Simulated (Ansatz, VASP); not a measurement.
## One calculation of GaP, two programs

```
Ga P
1.0
     0.00000    2.80230    2.72837
     2.72837    0.00000    2.72837
     2.72837    2.80230    0.00000
Ga P
1 1
Direct
  0.00000 0.00000 0.00000
  0.75000 0.75000 0.75000
```

Alike in both runs: task single point; functional PBE; k mesh 10 × 10 × 10; occupations gaussian, width 0.05 eV; no spin polarisation.

|  | VASP | Ansatz |
| --- | --- | --- |
| version | VASP 6.6.1 | Ansatz 0.2.0 |
| potentials or method | VASP PAW PBE potentials, release 64 (Ga_d, P), cutoff 520 eV | scalar-relativistic, plane waves, PAW |
| valence electrons in the cell | 18 | 18 |

```csv
,VASP,Ansatz,Ansatz less VASP
gap on the k mesh at the Fermi level (eV),1.52,1.52,+0.002
least direct gap on the mesh (eV),1.52,1.53,+0.004
pressure (GPa),-0.1,0.0,+0.08
"traceless stress, the component that is largest in VASP (GPa)",-1.36,-1.36,+0.003
```

With one functional, cell and mesh, what is left measures potentials, basis and numerics.
